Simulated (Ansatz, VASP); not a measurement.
Two plane-wave programs on MoS2

```
Mo S
1.0
     3.20260    0.00000    0.00000
    -1.60130    2.77353    0.00000
     0.00000    0.00000   12.45679
Mo S
2 4
Cartesian
  0.0000 1.8490 3.1142
  1.6013 0.9245 9.3426
  0.0000 1.8490 7.8166
  1.6013 0.9245 1.5882
  0.0000 1.8490 10.8686
  1.6013 0.9245 4.6402
```

Change from the starting cell: volume scaled by 1.04, PAW files.

Alike in both runs: task electric field gradients; functional LDA; k mesh 10 × 10 × 3; occupations fermi-dirac, width 0.03 eV; no spin polarisation.

```csv
,VASP,Ansatz
version,VASP 6.6.1,Ansatz 0.2.0
potentials or method,"VASP PAW LDA potentials, release 64 (Mo_sv, S)","PAW with Ansatz's default frozen-core files, scalar-relativistic"
plane-wave cutoff (eV),520,420
valence electrons in the cell,52,52
```

VASP gave:

```
pressure (GPa)                                                : -4.7
traceless stress, the component that is largest in VASP (GPa) : 3.99
rms of the force components (eV/Å)                            : 0.037
size of Vzz on the site where it differs most (V/Å²)          : 91.9
```

Q: Estimate Ansatz's values.

A: Pressure (GPa): -4.8; traceless stress, the component that is largest in VASP (GPa): 4.02; rms of the force components (eV/Å): 0.030; size of Vzz on the site where it differs most (V/Å²): 88.1.

LDA's correlation is that of Perdew and Zunger in VASP and of Perdew and Wang (1992) in Ansatz. Atom by atom the forces differ by 0.008 eV/Å (rms over components).
